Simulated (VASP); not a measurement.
# As (Im-3m) in VASP: further runs

Runs on As. Level: LDA. Tasks: density of states.

Everything below comes from runs of VASP 6.6.1. Logs are shortened: lines on timing, memory, paths and dates and some standing lists are left out, and cuts for length are marked.

**1. The cell of the first run**

The structure is cubic, space group Im-3m (No. 229). Conventional cell: a = 2.427 Å, b = 2.427 Å, c = 2.427 Å, α = 90.00°, β = 90.00°, γ = 90.00°. Within 2.8 Å of As (site symmetry m-3m) lie 14 As at 2.10 to 2.43 Å.

**2. Density of states, LDA (volume scaled by 0.4)**

POSCAR reads:

```
As
1.0
   -1.2134894744      1.2134894744      1.2134894744
    1.2134894744     -1.2134894744      1.2134894744
    1.2134894744      1.2134894744     -1.2134894744
As
1
Direct
    0.0000000000      0.0000000000      0.0000000000
```

INCAR.step1 reads:

```
PREC = Accurate
ENCUT = 520
EDIFF = 1E-6
ISMEAR = -1
SIGMA = 0.08
LREAL = F
LASPH = T
NELM = 100
ALGO = Normal
ISIF = 2
LWAVE = F
LCHARG = T
GGA = CA
NBANDS = 8
```

KPOINTS.step1 reads:

```
Automatic mesh
0
Gamma
  18 18 18
```

INCAR.step2 reads:

```
PREC = Accurate
ENCUT = 520
EDIFF = 1E-6
ISMEAR = -5
SIGMA = 0.08
LREAL = F
LASPH = T
NELM = 100
ALGO = Normal
ISIF = 2
LWAVE = F
LCHARG = F
GGA = CA
LORBIT = 11
NEDOS = 1001
ICHARG = 11
```

KPOINTS.step2 reads:

```
Automatic mesh
0
Gamma
  27 27 27
```

Potentials or basis: VASP PAW LDA potentials, release 64 (As).

On the command line:

```console
$ cat potpaw_LDA.64/As/POTCAR > POTCAR
$ cp INCAR.step1 INCAR
$ cp KPOINTS.step1 KPOINTS
$ mpirun -np 1 vasp_std > vasp.out
$ cp INCAR.step2 INCAR
$ cp KPOINTS.step2 KPOINTS
$ mpirun -np 1 vasp_std > vasp.out
```

OUTCAR:

```text
PREC = Accurate
   ENCUT = 520
   EDIFF = 1E-6
   ISMEAR = -5
   LREAL = F
   LASPH = T
   NELM = 100
   ISIF = 2
   GGA = CA
   LORBIT = 11
   ICHARG = 11

 ion  position               nearest neighbor table
   1  0.000  0.000  0.000-

  LATTYP: Found a body centered cubic cell.
 ALAT       =     2.4269789488

  Lattice vectors:

 A1 = (  -1.2134894744,   1.2134894744,   1.2134894744)
 A2 = (   1.2134894744,  -1.2134894744,   1.2134894744)
 A3 = (   1.2134894744,   1.2134894744,  -1.2134894744)

Analysis of symmetry for initial positions (statically):
=====================================================================
 Subroutine PRICEL returns:
 Original cell was already a primitive cell.

 Routine SETGRP: Setting up the symmetry group for a
 body centered cubic supercell.

 Subroutine GETGRP returns: Found 48 space group operations
 (whereof 48 operations were pure point group operations)
 out of a pool of 48 trial point group operations.

The static configuration has the point symmetry O_h .

Analysis of symmetry for dynamics (positions and initial velocities):
=====================================================================
 Subroutine PRICEL returns:
 Original cell was already a primitive cell.

 Routine SETGRP: Setting up the symmetry group for a
 body centered cubic supercell.

 Subroutine GETGRP returns: Found 48 space group operations
 (whereof 48 operations were pure point group operations)
 out of a pool of 48 trial point group operations.

The dynamic configuration has the point symmetry O_h .

 Subroutine INISYM returns: Found 48 space group operations
 (whereof 48 operations are pure point group operations),
 and found     1 'primitive' translations

----------------------------------------------------------------------------------------

                                     Primitive cell

  volume of cell :       7.1477

  direct lattice vectors                    reciprocal lattice vectors
    -1.213489474  1.213489474  1.213489474     0.000000000  0.412034888  0.412034888
     1.213489474 -1.213489474  1.213489474     0.412034888  0.000000000  0.412034888
     1.213489474  1.213489474 -1.213489474     0.412034888  0.412034888  0.000000000

  length of vectors
     2.101825424  2.101825424  2.101825424     0.582705327  0.582705327  0.582705327

  position of ions in fractional coordinates (direct lattice)
     0.000000000  0.000000000  0.000000000

  ion indices of the primitive-cell ions
   primitive index   ion index
                 1           1

----------------------------------------------------------------------------------------

 KPOINTS: Automatic mesh

Automatic generation of k-mesh.
 Grid dimensions read from file:
 generate k-points for:   27   27   27

 Generating k-lattice:

  Cartesian coordinates                     Fractional coordinates (reciprocal lattice)
     0.000000000  0.015260551  0.015260551     0.037037037  0.000000000  0.000000000
     0.015260551  0.000000000  0.015260551     0.000000000  0.037037037  0.000000000
     0.015260551  0.015260551  0.000000000     0.000000000  0.000000000  0.037037037

  Length of vectors
     0.021581679  0.021581679  0.021581679

  Shift w.r.t. Gamma in fractional coordinates (k-lattice)
     0.000000000  0.000000000  0.000000000

 TETIRR: Found  23679 inequivalent tetrahedra from   118098

 Subroutine IBZKPT returns following result:
 ===========================================

 Found    560 irreducible k-points:

 Following reciprocal coordinates:
            Coordinates               Weight
  0.000000  0.000000  0.000000      1.000000
  0.037037  0.000000  0.000000     12.000000
  0.074074  0.000000  0.000000     12.000000
  0.111111  0.000000  0.000000     12.000000
  0.148148  0.000000  0.000000     12.000000
  0.185185  0.000000  0.000000     12.000000
[... 16 lines left out ...]
  0.333333  0.037037  0.000000     48.000000
  0.370370  0.037037  0.000000     48.000000
 [... further k-points ...]
   k-points           NKPTS =    560   k-points in BZ     NKDIM =    560   number of bands    NBANDS=      6
   number of dos      NEDOS =   1001   number of ions     NIONS =      1
   total plane-waves  NPLWV =   4096
   dimension x,y,z NGX =    16 NGY =   16 NGZ =   16
   dimension x,y,z NGXF=    32 NGYF=   32 NGZF=   32
   ions per type =               1
   NGX,Y,Z   is equivalent  to a cutoff of  12.66, 12.66, 12.66 a.u.
   NGXF,Y,Z  is equivalent  to a cutoff of  25.31, 25.31, 25.31 a.u.
 SYSTEM =  unknown system
   PREC   = accura    normal or accurate (medium, high low for compatibility)
   ISTART =      0    job   : 0-new  1-cont  2-samecut
   ICHARG =     11    charge: 1-file 2-atom 10-const
   ISPIN  =      1    spin polarized calculation?
   LNONCOLLINEAR =      F non collinear calculations
   LSORBIT =      F    spin-orbit coupling
   LASPH  =      T    aspherical Exc in radial PAW
   ENCUT  =  520.0 eV  38.22 Ry    6.18 a.u.   3.91  3.91  3.91*2*pi/ulx,y,z
   NELM   =    100;   NELMIN=  2; NELMDL=  0     # of ELM steps
   EDIFF  = 0.1E-05   stopping-criterion for ELM
   LREAL  =      F    real-space projection
[... 7 lines left out ...]
   TEBEG  =    0.0;   TEEND  =   0.0 temperature during run
   PSTRESS=    0.0 pullay stress
   NELECT =       5.0000    total number of electrons
   NUPDOWN=      -1.0000    fix difference up-down
   EMIN   =  10.00;   EMAX   =-10.00  energy-range for DOS
   EFERMI =   0.00;   METHOD = LEGACY
   ISMEAR =    -5;   SIGMA  =   0.08  broadening in eV -4-tet -1-fermi 0-gaus
   EFERMI_NEDOS =   21; number of points for ismear=-14 and -15
   IALGO  =     38    algorithm
   IMIX   =      4    mixing-type and parameters
     AMIX     =   0.40;   BMIX     =  1.00
     AMIX_MAG =   1.60;   BMIX_MAG =  1.00
  volume/ion in A,a.u.               =       7.15        48.24
  Fermi-wavevector in a.u.,A,eV,Ry     =   1.453256  2.746256 28.734869  2.111953
  Thomas-Fermi vector in A             =   2.570544
   LORBIT       =     11    0 simple, 1 ext, 2 COOP (PROOUT), +10 PAW based schemes
   GGA     = CA    functional components
   LHFCALC =     F    Hartree Fock is set to
   AEXX    =    0.0000 exact exchange contribution
   IVDW    =     0    specifies the selected vdW correction
   LEPSILON=     F    determine dielectric tensor
   LRPA    =     F    only Hartree local field effects (RPA)
 non-spin polarized calculation
 Fermi weights with tetrahedron method with Bloechl corrections
  energy-cutoff  :      520.00
  volume of cell :        7.15
 maximum number of plane-waves:       204

 number of electron       5.0000001 magnetization

 Free energy of the ion-electron system (eV)
  ---------------------------------------------------
  ext. energy  EPLUGINS =         0.00000000
  ---------------------------------------------------
  free energy    TOTEN  =         4.86108931 eV

  energy without entropy =        4.86108931  energy(sigma->0) =        4.86108931

 E-fermi :  24.7097     XC(G=0): -15.5813

 val. band max:       24.8821846912   @ k =  -0.1852   0.3333   0.0370
 cond. band min:      24.3688699868   @ k =   0.3333   0.1111   0.1111
 fundamental gap:     -0.5133147044
 Fermi energy:        24.7096581991

 k-point     1 :       0.0000    0.0000    0.0000
  band No.  band energies     occupation
      1      -5.1211      2.00000
      2      44.0291      0.00000
      3      44.0291      0.00000
      4      44.0291      0.00000
      5      44.3619      0.00000
      6      44.3623      0.00000

 k-point     2 :       0.0370    0.0000    0.0000
  band No.  band energies     occupation
      1      -5.0486      2.00000
      2      41.5157      0.00000
      3      42.5151      0.00000
      4      42.7307      0.00000
      5      43.4961      0.00000
      6      44.0173      0.00000

 k-point     3 :       0.0741    0.0000    0.0000
  band No.  band energies     occupation
      1      -4.8308      2.00000
      2      38.5632      0.00000
      3      40.8988      0.00000
      4      41.4122      0.00000
      5      42.0426      0.00000
      6      43.3698      0.00000

 k-point     4 :       0.1111    0.0000    0.0000
  band No.  band energies     occupation
      1      -4.4672      2.00000
      2      35.5864      0.00000
      3      39.3568      0.00000
      4      40.2193      0.00000
      5      40.5867      0.00000
      6      42.6986      0.00000

 k-point     5 :       0.1481    0.0000    0.0000
  band No.  band energies     occupation
      1      -3.9570      2.00000
      2      32.6339      0.00000
      3      37.8999      0.00000
      4      39.1501      0.00000
      5      39.2101      0.00000
      6      42.0591      0.00000
[... 136 lines left out ...]
 k-point    21 :       0.2593    0.0370    0.0000
  band No.  band energies     occupation
      1      -0.9504      2.00000
      2      22.7984      2.07683
      3      32.8069      0.00000
      4      34.3887      0.00000
      5      37.5869      0.00000
      6      40.8617      0.00000

 k-point    22 :       0.2963    0.0370    0.0000
  band No.  band energies     occupation
      1       0.2268      2.00000
      2      20.1594      2.00000
      3      31.9477      0.00000
      4      33.5949      0.00000
      5      36.9632      0.00000
      6      40.5003      0.00000

 k-point    23 :       0.3333    0.0370    0.0000
  band No.  band energies     occupation
      1       1.5494      2.00000
      2      17.6253      2.00000
      3      31.2224      0.00000
      4      32.9392      0.00000
      5      36.4577      0.00000
      6      40.2112      0.00000

 k-point    24 :       0.3704    0.0370    0.0000
  band No.  band energies     occupation
      1       3.0107      2.00000
      2      15.2119      2.00000
      3      30.6436      0.00000
      4      32.4252      0.00000
      5      36.0677      0.00000
      6      39.9913      0.00000

 [... further k-points ...]
[... 5 lines left out ...]
  --------------------------------------------------------------------------------------
  -------------------------------------------------------------------------------------
  Total       30.5671776     30.5671776     30.5671776     -0.0000000      0.0000000     -0.0000000
  in kB     6851.6929060   6851.6929060   6851.6929060     -0.0000000      0.0000000     -0.0000000
  external PRESSURE =    6851.6929060 kB  Pullay stress =       0.0000000 kB

 VOLUME and BASIS-vectors are now :
 -----------------------------------------------------------------------------
  energy-cutoff  :      520.00
  volume of cell :        7.15
      direct lattice vectors                 reciprocal lattice vectors
    -1.213489474  1.213489474  1.213489474     0.000000000  0.412034888  0.412034888
     1.213489474 -1.213489474  1.213489474     0.412034888  0.000000000  0.412034888
     1.213489474  1.213489474 -1.213489474     0.412034888  0.412034888  0.000000000

 POSITION                                       TOTAL-FORCE (eV/Angst)
 -----------------------------------------------------------------------------------
      0.00000      0.00000      0.00000         0.000000      0.000000     -0.000000
 -----------------------------------------------------------------------------------
    total drift:                                0.000000      0.000000      0.000000

  FREE ENERGIE OF THE ION-ELECTRON SYSTEM (eV)
  ---------------------------------------------------
  free  energy   TOTEN  =         4.8610893147 eV

  energy  without entropy=        4.8610893147  energy(sigma->0) =        4.86108931

 total charge

# of ion       s       p       d       tot
------------------------------------------
    1        1.384   2.186   0.629   4.198
```

Run time: 16 s. Hardware: 1 thread of Intel Xeon 6975P-C, shared host; peak memory 0.15 GiB.

What came out:

```yaml
Valence_electrons_inside_the_program's_atomic_spheres: As 4.20
```

Caveat: tetrahedron occupations give inexact forces and stress in metals.

**3. Density of states, LDA (volume scaled by 0.45)**

POSCAR reads:

```
As
1.0
   -1.2620799126      1.2620799126      1.2620799126
    1.2620799126     -1.2620799126      1.2620799126
    1.2620799126      1.2620799126     -1.2620799126
As
1
Direct
    0.0000000000      0.0000000000      0.0000000000
```

INCAR.step1 reads:

```
SYSTEM = As
ALGO = Normal
EDIFF = 1E-6
ENCUT = 520
GGA = CA
ISIF = 2
ISMEAR = -1
LASPH = .TRUE.
LCHARG = .TRUE.
LREAL = .FALSE.
LWAVE = .FALSE.
NBANDS = 8
NELM = 100
PREC = Accurate
SIGMA = 0.08
```

KPOINTS.step1 reads:

```
k-points
0
G
  18 18 18
  0 0 0
```

INCAR.step2 reads:

```
SYSTEM = As
ALGO = Normal
EDIFF = 1E-6
ENCUT = 520
GGA = CA
ICHARG = 11
ISIF = 2
ISMEAR = -5
LASPH = .TRUE.
LCHARG = .FALSE.
LORBIT = 11
LREAL = .FALSE.
LWAVE = .FALSE.
NBANDS = 8
NEDOS = 2001
NELM = 100
PREC = Accurate
SIGMA = 0.08
```

KPOINTS.step2 reads:

```
k-points
0
G
  27 27 27
  0 0 0
```

Potentials or basis: VASP PAW LDA potentials, release 64 (As).

On the command line:

```console
$ cat potpaw_LDA.64/As/POTCAR > POTCAR
$ cp INCAR.step1 INCAR
$ cp KPOINTS.step1 KPOINTS
$ mpirun -np 1 vasp_std > vasp.out
$ cp INCAR.step2 INCAR
$ cp KPOINTS.step2 KPOINTS
$ mpirun -np 1 vasp_std > vasp.out
```

It took 21 s on 1 thread of Intel Xeon 6975P-C, shared host; peak memory 0.18 GiB.

The run converged. Its results:

| Property | Result |
| --- | --- |
| Valence electrons inside the program's atomic spheres | As 3.83 |

Levels at points of the mesh, in eV from the Fermi level:
```
           k point  band 1  band 2  band 3  band 4  band 5  band 6
(0.00, 0.00, 0.00)  -27.35   17.16   17.16   17.16   18.31   18.31
```

Caveat: tetrahedron occupations give inexact forces and stress in metals.
